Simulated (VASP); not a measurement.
Here is a VASP 6.6.1 calculation.

INCAR

```
SYSTEM = Te
  ALGO = Normal
  EDIFF = 1E-7
  ENCUT = 520
  GGA = PS
  ISIF = 2
  ISMEAR = -1
  LASPH = .TRUE.
  LCHARG = .FALSE.
  LREAL = .FALSE.
  LWAVE = .FALSE.
  NBANDS = 13
  NELM = 80
  PREC = Accurate
  SIGMA = 0.02
```

File KPOINTS:

```
k-points
0
G
  7 7 6
  0 0 0
```

File POSCAR:

```
Te
1.0
    3.8827341661      0.0000000000      0.0000000000
   -1.9413670830      3.3625464239      0.0000000000
    0.0000000000      0.0000000000      4.4170131633
Te
2
Direct
    0.3333333333      0.6666666667      0.2500000000
    0.6666666667      0.3333333333      0.7500000000
```

Potentials or basis: VASP PAW PBE potentials, release 64 (Te).

Launch:

```bash
$ cat potpaw_PBE.64/Te/POTCAR > POTCAR
$ mpirun -np 1 vasp_std > vasp.out
```

(1) What does it give for the band gap on the k mesh?

(2) What does it give for the pressure?

## Answers

(1) zero (band 6 reaches 8.90 eV, above the bottom of band 7 at 6.62 eV).

(2) 0.9 GPa.

Caveat: the PAW data sets were made with another functional, which shifts forces and pressure a little; spin-orbit coupling is left out, which moves the levels of the heavy elements.
